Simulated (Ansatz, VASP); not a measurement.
**One calculation of MgO, two programs**

```
CELL_PARAMETERS angstrom
0.00000 2.13515 2.13515
2.13515 0.00000 2.13515
2.13515 2.13515 0.00000
ATOMIC_POSITIONS crystal
Mg 0.00000 0.00000 0.00000
O 0.48244 0.48244 0.51756
```

Change from the starting cell: all O atoms moved +0.075 Å, as atom 2 towards its neighbour atom 1 (Mg) at 2.135 Å.

Alike in both runs: task single point; functional r2SCAN; k mesh 10 × 10 × 10; occupations gaussian, width 0.05 eV; no spin polarisation.

```csv
,VASP,Ansatz
version,VASP 6.6.1,Ansatz 0.2.0
potentials or method,"VASP PAW PBE potentials, release 64 (Mg_sv, O), cutoff 660 eV","scalar-relativistic, plane waves, PAW"
valence electrons in the cell,16,16
```

|  | VASP | Ansatz | Ansatz less VASP |
| --- | --- | --- | --- |
| gap on the k mesh at the Fermi level (eV) | 5.25 | 5.22 | -0.030 |
| least direct gap on the mesh (eV) | 5.25 | 5.22 | -0.030 |
| pressure (GPa) | -6.7 | -6.6 | +0.14 |
| traceless stress, the component that is largest in VASP (GPa) | 1.16 | 1.15 | -0.007 |
| rms of the force components (eV/Å) | 0.207 | 0.202 | -0.0056 |

VASP's potentials were made for PBE, not for r2SCAN. Atom by atom the forces differ by 0.006 eV/Å (rms over components).
